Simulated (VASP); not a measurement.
TiC: relaxation of the atoms with r2SCAN

Crystal: TiC.

```
Ti C
1.0
     0.00000    2.17859    2.17859
     2.17859    0.00000    2.17859
     2.17859    2.17859    0.00000
Ti C
1 1
Direct
  0.00000 0.00000 0.00000
  0.50000 0.50000 0.50000
```

```yaml
Program: VASP 6.6.1
Task: relaxation of the atoms
Functional: r2SCAN
Potentials_or_basis: VASP PAW PBE potentials, release 64 (Ti_sv, C)
Cutoff: 520 eV
k_mesh: 13 × 13 × 13
Occupations: fermi-dirac, width 0.1 eV
Spin: no spin polarisation
Dipole_correction: no
Further_INCAR_settings: ALGO = Normal; EDIFF = 1e-06; IBRION = 2; EDIFFG = -0.01; NSW = 50
```

| Quantity | Value |
| --- | --- |
| Pressure after relaxing | -4.2 GPa |
| Band gap on the k mesh | zero (bands 8 and 9 overlap by 1.31 eV) |

Final structure:
```yaml
crystal:
  lattice:
    - [0.00000, 2.17859, 2.17859]
    - [2.17859, 0.00000, 2.17859]
    - [2.17859, 2.17859, 0.00000]
  atoms:
    - { symbol: Ti, position: [0.00000, 0.00000, 0.00000] }
    - { symbol: C, position: [0.50000, 0.50000, 0.50000] }
```

Levels at points of the mesh, in eV from the Fermi level:
| k point | band 5 | band 6 | band 7 | band 8 | band 9 | band 10 | band 11 | band 12 |
| --- | --- | --- | --- | --- | --- | --- | --- | --- |
| (0.00, 0.00, 0.00) | -13.12 | 0.86 | 0.86 | 0.86 | 1.64 | 1.64 | 1.64 | 1.68 |

Run time: 33 s on 1 thread of Intel(R) Xeon(R) 6975P-C (Granite Rapids) (shared host), peak memory 0.15 GiB.

Caveat: the relaxation stopped at its first step, so nothing moved; the PAW data sets were made with another functional, which shifts forces and pressure a little.
